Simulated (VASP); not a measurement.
# WSe2 (P6_3/mmc) in VASP: further runs

The runs below take WSe2 through single point, relaxation of cell and atoms, with PBEsol.

All numbers are computed with VASP 6.6.1; they aren't measurements. Logs are shortened: lines on timing, memory, paths and dates and some standing lists are left out, and cuts for length are marked.

**1. The cell of the first run**

It takes space group P6_3/mmc (No. 194, hexagonal). Conventional cell: a = 3.271 Å, b = 3.271 Å, c = 13.224 Å, α = 90.00°, β = 90.00°, γ = 120.00°. Within 3.3 Å of W (site symmetry -6m2) lie 6 Se at 2.52 Å and 6 W at 3.27 Å. Se (site symmetry 3m) has 3 W at 2.52 Å and 6 Se at 3.27 Å within 3.3 Å.

**2. Single point, PBEsol**

INCAR reads:

```
ALGO = Normal ; EDIFF = 1E-6
ENCUT = 520 ; GGA = PS
ISIF = 2 ; ISMEAR = 0
LASPH = T ; LCHARG = T
LELF = T ; LREAL = F
LVHAR = T ; LWAVE = F
NBANDS = 35 ; NELM = 80
PREC = Accurate ; SIGMA = 0.02
```

KPOINTS reads:

```
k-points
0
Gamma
  9 9 2
```

POSCAR reads:

```
WSe2
1.0
    3.2707205779      0.0000000000      0.0000000000
   -1.6353602889      2.8325271092      0.0000000000
    0.0000000000      0.0000000000     13.2241062200
W Se
2 4
Direct
    0.3333333333      0.6666666667      0.2500000000
    0.6666666667      0.3333333333      0.7500000000
    0.3333333333      0.6666666667      0.6233768504
    0.6666666667      0.3333333333      0.1233768504
    0.3333333333      0.6666666667      0.8766231496
    0.6666666667      0.3333333333      0.3766231496
```

Potentials or basis: VASP PAW PBE potentials, release 64 (W_sv, Se).

Launch:

```bash
cat potpaw_PBE.64/W_sv/POTCAR potpaw_PBE.64/Se/POTCAR > POTCAR
mpirun -np 1 vasp_std > vasp.out
```

OUTCAR:

```text
EDIFF = 1E-6
   ENCUT = 520
   GGA = PS
   ISIF = 2
   ISMEAR = 0
   LASPH = T
   LREAL = F
   NELM = 80
   PREC = Accurate

 ion  position               nearest neighbor table
   1  0.333  0.667  0.250-   4 2.52   6 2.52   4 2.52   6 2.52   4 2.52   6 2.52
   2  0.667  0.333  0.750-   3 2.52   5 2.52   3 2.52   5 2.52   3 2.52   5 2.52
   3  0.333  0.667  0.623-   2 2.52   2 2.52   2 2.52
   4  0.667  0.333  0.123-   1 2.52   1 2.52   1 2.52
   5  0.333  0.667  0.877-   2 2.52   2 2.52   2 2.52
   6  0.667  0.333  0.377-   1 2.52   1 2.52   1 2.52

  LATTYP: Found a hexagonal cell.
 ALAT       =     3.2707205779
 C/A-ratio  =     4.0431782248

  Lattice vectors:

 A1 = (   3.2707205779,   0.0000000000,   0.0000000000)
 A2 = (  -1.6353602889,   2.8325271092,   0.0000000000)
 A3 = (   0.0000000000,   0.0000000000,  13.2241062200)

Analysis of symmetry for initial positions (statically):
=====================================================================
 Subroutine PRICEL returns:
 Original cell was already a primitive cell.

 Routine SETGRP: Setting up the symmetry group for a
 hexagonal supercell.

 Subroutine GETGRP returns: Found 24 space group operations
 (whereof 12 operations were pure point group operations)
 out of a pool of 24 trial point group operations.

The static configuration has the point symmetry D_3d.
 The point group associated with its full space group is D_6h.

Analysis of symmetry for dynamics (positions and initial velocities):
=====================================================================
 Subroutine PRICEL returns:
 Original cell was already a primitive cell.

 Routine SETGRP: Setting up the symmetry group for a
 hexagonal supercell.

 Subroutine GETGRP returns: Found 24 space group operations
 (whereof 12 operations were pure point group operations)
 out of a pool of 24 trial point group operations.

The dynamic configuration has the point symmetry D_3d.
 The point group associated with its full space group is D_6h.

 Subroutine INISYM returns: Found 24 space group operations
 (whereof 12 operations are pure point group operations),
 and found     1 'primitive' translations

----------------------------------------------------------------------------------------

                                     Primitive cell

  volume of cell :     122.5135

  direct lattice vectors                    reciprocal lattice vectors
     3.270720578  0.000000000  0.000000000     0.305743024  0.176520817  0.000000000
    -1.635360289  2.832527109  0.000000000     0.000000000  0.353041634  0.000000000
     0.000000000  0.000000000 13.224106220     0.000000000  0.000000000  0.075619477

  length of vectors
     3.270720578  3.270720578 13.224106220     0.353041634  0.353041634  0.075619477

  position of ions in fractional coordinates (direct lattice)
     0.333333333  0.666666667  0.250000000
     0.666666667  0.333333333  0.750000000
     0.333333333  0.666666667  0.623376850
     0.666666667  0.333333333  0.123376850
     0.333333333  0.666666667  0.876623150
     0.666666667  0.333333333  0.376623150

  ion indices of the primitive-cell ions
   primitive index   ion index
                 1           1
                 2           2
                 3           3
                 4           4
                 5           5
                 6           6

----------------------------------------------------------------------------------------

 KPOINTS: k-points

Automatic generation of k-mesh.
 Grid dimensions read from file:
 generate k-points for:    9    9    2

 Generating k-lattice:

  Cartesian coordinates                     Fractional coordinates (reciprocal lattice)
     0.033971447  0.019613424  0.000000000     0.111111111 -0.000000000  0.000000000
     0.000000000  0.039226848  0.000000000     0.000000000  0.111111111  0.000000000
     0.000000000  0.000000000  0.037809739     0.000000000  0.000000000  0.500000000

  Length of vectors
     0.039226848  0.039226848  0.037809739

  Shift w.r.t. Gamma in fractional coordinates (k-lattice)
     0.000000000  0.000000000  0.000000000

 Subroutine IBZKPT returns following result:
 ===========================================

 Found     24 irreducible k-points:

 Following reciprocal coordinates:
            Coordinates               Weight
  0.000000  0.000000  0.000000      1.000000
  0.111111  0.000000  0.000000      6.000000
  0.222222  0.000000  0.000000      6.000000
  0.333333  0.000000  0.000000      6.000000
  0.444444  0.000000  0.000000      6.000000
  0.111111  0.111111  0.000000      6.000000
[... 16 lines left out ...]
  0.333333  0.222222  0.500000     12.000000
  0.333333  0.333333  0.500000      2.000000
   k-points           NKPTS =     24   k-points in BZ     NKDIM =     24   number of bands    NBANDS=     35
   number of dos      NEDOS =    301   number of ions     NIONS =      6
   total plane-waves  NPLWV =  56448
   dimension x,y,z NGX =    24 NGY =   24 NGZ =   98
   dimension x,y,z NGXF=    48 NGYF=   48 NGZF=  196
   ions per type =               2   4
   NGX,Y,Z   is equivalent  to a cutoff of  12.20, 12.20, 12.32 a.u.
   NGXF,Y,Z  is equivalent  to a cutoff of  24.40, 24.40, 24.64 a.u.
 SYSTEM =  unknown system
   PREC   = accura    normal or accurate (medium, high low for compatibility)
   ISTART =      0    job   : 0-new  1-cont  2-samecut
   ICHARG =      2    charge: 1-file 2-atom 10-const
   ISPIN  =      1    spin polarized calculation?
   LNONCOLLINEAR =      F non collinear calculations
   LSORBIT =      F    spin-orbit coupling
   LASPH  =      T    aspherical Exc in radial PAW
   ENCUT  =  520.0 eV  38.22 Ry    6.18 a.u.   6.08  6.08 24.59*2*pi/ulx,y,z
   NELM   =     80;   NELMIN=  2; NELMDL= -5     # of ELM steps
   EDIFF  = 0.1E-05   stopping-criterion for ELM
   LREAL  =      F    real-space projection
   EDIFFG = 0.1E-04   stopping-criterion for IOM
   NSW    =      0    number of steps for IOM
   IBRION =     -1    ionic relax: 0-MD 1-quasi-New 2-CG
   NFREE  =      0    steps in history (QN), initial steepest desc. (CG)
   ISIF   =      2    stress and relaxation
   ISYM   =      2    0-nonsym 1-usesym 2-fastsym
   POTIM  = 0.5000    time-step for ionic-motion
   TEBEG  =    0.0;   TEEND  =   0.0 temperature during run
   PSTRESS=    0.0 pullay stress
   NELECT =      52.0000    total number of electrons
   NUPDOWN=      -1.0000    fix difference up-down
   EMIN   =  10.00;   EMAX   =-10.00  energy-range for DOS
   EFERMI =   0.00;   METHOD = LEGACY
   ISMEAR =     0;   SIGMA  =   0.02  broadening in eV -4-tet -1-fermi 0-gaus
   EFERMI_NEDOS =   21; number of points for ismear=-14 and -15
   IALGO  =     38    algorithm
   IMIX   =      4    mixing-type and parameters
     AMIX     =   0.40;   BMIX     =  1.00
     AMIX_MAG =   1.60;   BMIX_MAG =  1.00
  volume/ion in A,a.u.               =      20.42       137.79
  Fermi-wavevector in a.u.,A,eV,Ry     =   1.230310  2.324949 20.594642  1.513663
  Thomas-Fermi vector in A             =   2.365164
   LORBIT       =      0    0 simple, 1 ext, 2 COOP (PROOUT), +10 PAW based schemes
   GGA     = PS    functional components
   LHFCALC =     F    Hartree Fock is set to
   AEXX    =    0.0000 exact exchange contribution
   IVDW    =     0    specifies the selected vdW correction
   LEPSILON=     F    determine dielectric tensor
   LRPA    =     F    only Hartree local field effects (RPA)
 non-spin polarized calculation
 Gauss-broadening in eV      SIGMA  =   0.02
  energy-cutoff  :      520.00
  volume of cell :      122.51
 maximum number of plane-waves:      3354
   NGX = 13   NGY = 13   NGZ = 49

 number of electron      51.9999994 magnetization

 Free energy of the ion-electron system (eV)
  ---------------------------------------------------
  ext. energy  EPLUGINS =         0.00000000
  ---------------------------------------------------
  free energy    TOTEN  =       -46.55034488 eV

  energy without entropy =      -46.55034488  energy(sigma->0) =      -46.55034488

 E-fermi :   6.2094     XC(G=0): -10.8344

 val. band max:        5.9491562306   @ k =   0.0000   0.0000   0.0000
 cond. band min:       7.0846851739   @ k =   0.2222   0.1111   0.0000
 fundamental gap:      1.1355289433
 Fermi energy:         6.2093927989

 k-point     1 :       0.0000    0.0000    0.0000
  band No.  band energies     occupation
      1     -68.2202      2.00000
      2     -68.2202      2.00000
      3     -32.4858      2.00000
      4     -32.4857      2.00000
      5     -32.3354      2.00000
      6     -32.3354      2.00000
[... 27 lines left out ...]
     34       9.0401      0.00000
     35      10.5204      0.00000

 k-point     2 :       0.1111    0.0000    0.0000
  band No.  band energies     occupation
      1     -68.2189      2.00000
      2     -68.2189      2.00000
      3     -32.4801      2.00000
      4     -32.4801      2.00000
      5     -32.3652      2.00000
      6     -32.3652      2.00000
[... 27 lines left out ...]
     34       9.1346      0.00000
     35      11.4912      0.00000

 k-point     3 :       0.2222    0.0000    0.0000
  band No.  band energies     occupation
      1     -68.2156      2.00000
      2     -68.2155      2.00000
      3     -32.4656      2.00000
      4     -32.4656      2.00000
      5     -32.4397      2.00000
      6     -32.4397      2.00000
[... 27 lines left out ...]
     34       9.7670      0.00000
     35      12.3069      0.00000

 k-point     4 :       0.3333    0.0000    0.0000
  band No.  band energies     occupation
      1     -68.2118      2.00000
      2     -68.2117      2.00000
      3     -32.5232      2.00000
      4     -32.5232      2.00000
      5     -32.4492      2.00000
      6     -32.4491      2.00000
[... 27 lines left out ...]
     34      10.2323      0.00000
     35      11.4625      0.00000

 k-point     5 :       0.4444    0.0000    0.0000
  band No.  band energies     occupation
      1     -68.2093      2.00000
      2     -68.2092      2.00000
      3     -32.5771      2.00000
      4     -32.5771      2.00000
      5     -32.4384      2.00000
      6     -32.4384      2.00000
[... 638 lines left out ...]
 k-point    22 :       0.2222    0.2222    0.5000
  band No.  band energies     occupation
      1     -68.2101      2.00000
      2     -68.2101      2.00000
      3     -32.5281      2.00000
      4     -32.5281      2.00000
      5     -32.4419      2.00000
      6     -32.4419      2.00000
[... 27 lines left out ...]
     34      10.3198      0.00000
     35      12.3486      0.00000

 k-point    23 :       0.3333    0.2222    0.5000
  band No.  band energies     occupation
      1     -68.2082      2.00000
      2     -68.2082      2.00000
      3     -32.5475      2.00000
      4     -32.5475      2.00000
      5     -32.4529      2.00000
      6     -32.4529      2.00000
[... 27 lines left out ...]
     34      10.3513      0.00000
     35      11.6080      0.00000

 k-point    24 :       0.3333    0.3333    0.5000
  band No.  band energies     occupation
      1     -68.2075      2.00000
      2     -68.2075      2.00000
      3     -32.5222      2.00000
      4     -32.5222      2.00000
      5     -32.4964      2.00000
      6     -32.4964      2.00000
[... 27 lines left out ...]
     34      10.4811      0.00000
     35      12.0954      0.00000

------------------------ aborting loop because EDIFF is reached ----------------------------------------

  FORCE on cell =-STRESS in cart. coord.  units (eV):
  Direction    XX          YY          ZZ          XY          YZ          ZX
  --------------------------------------------------------------------------------------
  -------------------------------------------------------------------------------------
  Total        0.2964668      0.2964668      0.3827852      0.0000000     -0.0000000      0.0000000
  in kB        3.8770624      3.8770624      5.0058966      0.0000000     -0.0000000      0.0000000
  external PRESSURE =       4.2533404 kB  Pullay stress =       0.0000000 kB

 VOLUME and BASIS-vectors are now :
 -----------------------------------------------------------------------------
  energy-cutoff  :      520.00
  volume of cell :      122.51
      direct lattice vectors                 reciprocal lattice vectors
     3.270720578  0.000000000  0.000000000     0.305743024  0.176520817  0.000000000
    -1.635360289  2.832527109  0.000000000     0.000000000  0.353041634  0.000000000
     0.000000000  0.000000000 13.224106220     0.000000000  0.000000000  0.075619477

 POSITION                                       TOTAL-FORCE (eV/Angst)
 -----------------------------------------------------------------------------------
     -0.00000      1.88835      3.30603         0.000000      0.000000     -0.000000
      1.63536      0.94418      9.91808        -0.000000     -0.000000     -0.000000
     -0.00000      1.88835      8.24360         0.000000      0.000000     -0.058852
      1.63536      0.94418      1.63155        -0.000000      0.000000     -0.058852
     -0.00000      1.88835     11.59256        -0.000000      0.000000      0.058852
      1.63536      0.94418      4.98050         0.000000      0.000000      0.058852
 -----------------------------------------------------------------------------------
    total drift:                                0.000000     -0.000000      0.000000

  FREE ENERGIE OF THE ION-ELECTRON SYSTEM (eV)
  ---------------------------------------------------
  free  energy   TOTEN  =       -46.5503448819 eV

  energy  without entropy=      -46.5503448819  energy(sigma->0) =      -46.55034488
```

Run time: 2.3 min. Hardware: 1 thread of Intel Xeon 8259CL, shared host; peak memory 0.27 GiB.

What came out:

- Free energy: -46.5503 eV
- Pressure: 0.4 GPa
- Largest force: 0.059 eV/Å
- Band gap on the k mesh: 1.14 eV, indirect (least direct gap 1.59 eV)

Forces on the atoms (eV/Å):
```
W    0.000  0.000  0.000
W    0.000  0.000  0.000
Se   0.000  0.000 -0.059
Se   0.000  0.000 -0.059
Se   0.000  0.000  0.059
Se   0.000  0.000  0.059
```

Caveat: the PAW data sets were made with another functional, which shifts forces and pressure a little; spin-orbit coupling is left out, which moves the levels of the heavy elements; this functional lacks dispersion, which binds the layers, so the pressure and a relaxed spacing across them are unreliable. Expect the measured gap to be larger: semilocal functionals such as PBEsol lack the derivative discontinuity.

**3. Relaxation of cell and atoms, PBEsol**

This run uses another cell than the first one, of 19.85 Å³/atom, 0.972 times its volume.

INCAR reads:

```
SYSTEM = WSe2
PREC = Accurate
ENCUT = 600
EDIFF = 1E-7
ISMEAR = 0
SIGMA = 0.02
LREAL = .False.
LASPH = .True.
NELM = 100
ALGO = Normal
ISIF = 3
LWAVE = .False.
LCHARG = .False.
GGA = PS
IBRION = 2
NSW = 70
EDIFFG = -0.005
```

KPOINTS reads:

```
Automatic mesh
0
Gamma
  9 9 2
  0 0 0
```

POSCAR reads:

```
WSe2
1.0
    3.2790157229      0.0000000000      0.0000000000
   -1.6395078614      2.8397109154      0.0000000000
    0.0000000000      0.0000000000     12.7885054381
W Se
2 4
Direct
    0.3333333333      0.6666666667      0.2500000000
    0.6666666667      0.3333333333      0.7500000000
    0.3333333333      0.6666666667      0.6182884592
    0.6666666667      0.3333333333      0.1182884592
    0.3333333333      0.6666666667      0.8817115408
    0.6666666667      0.3333333333      0.3817115408
```

Potentials or basis: VASP PAW PBE potentials, release 64 (W_sv, Se).

Launch:

```bash
cat potpaw_PBE.64/W_sv/POTCAR potpaw_PBE.64/Se/POTCAR > POTCAR
mpirun -np 1 vasp_std > vasp.out
```

It took 25 min on 1 thread of Intel Xeon 8259CL, shared host; peak memory 0.35 GiB.

It converged, with:

| Item | Value |
| --- | --- |
| Free energy | -46.5511 eV |
| Relaxed volume | 20.51 Å³/atom |
| Relaxed cell | a = 3.273 Å, b = 3.273 Å, c = 13.263 Å, α = 90.00°, β = 90.00°, γ = 120.00° |
| Space group after relaxing (to 0.05 Å) | P6_3/mmc (No. 194) |
| Energy gained by relaxing | 3.5 meV/atom |
| Ionic steps | 10 |
| Pressure after relaxing | 0.0 GPa |
| Largest force after relaxing | 0.004 eV/Å |
| Band gap on the k mesh | 1.15 eV, indirect (least direct gap 1.59 eV) |

Forces in eV/Å, atoms in the order of the input:
```
W    0.000  0.000  0.000
W    0.000  0.000  0.000
Se   0.000  0.000 -0.004
Se   0.000  0.000 -0.004
Se   0.000  0.000  0.004
Se   0.000  0.000  0.004
```

Step by step:
```csv
step,energy change (eV),largest force (eV/Å),pressure (GPa),volume (Å³)
1,0.0000,0.2296,-0.72,119.08
2,0.0048,0.1712,2.21,117.54
3,-0.0034,0.0746,0.40,118.47
4,-0.0073,0.0690,0.37,118.85
5,-0.0153,0.0533,0.31,120.00
6,-0.0196,0.0236,0.35,122.27
7,-0.0164,0.0805,-1.16,124.66
8,-0.0210,0.0436,-0.20,123.12
9,-0.0178,0.1763,0.77,122.89
10,-0.0212,0.0043,0.01,123.07
```

Final structure:
```
CELL_PARAMETERS angstrom
3.27330 0.00000 0.00000
-1.63665 2.83476 0.00000
0.00000 0.00000 13.26288
ATOMIC_POSITIONS crystal
W 0.33333 0.66667 0.25000
W 0.66667 0.33333 0.75000
Se 0.33333 0.66667 0.62358
Se 0.66667 0.33333 0.12358
Se 0.33333 0.66667 0.87642
Se 0.66667 0.33333 0.37642
```

Levels at points of the mesh, in eV from the valence-band top:
```tsv
k point	band 22	band 23	band 24	band 25	band 26	band 27	band 28	band 29	band 30	band 31
(0.00, 0.00, 0.00)	-1.36	-1.36	-1.20	-1.07	0.00	2.81	2.81	2.85	2.85	2.93
(0.00, 0.00, 0.50)	-1.38	-1.38	-1.38	-0.24	-0.24	2.81	2.81	2.81	2.81	3.02
```

Caveat: the PAW data sets were made with another functional, which shifts forces and pressure a little; spin-orbit coupling is left out, which moves the levels of the heavy elements; this functional lacks dispersion, which binds the layers, so the pressure and a relaxed spacing across them are unreliable. Zero-point motion and thermal expansion aren't in these numbers.
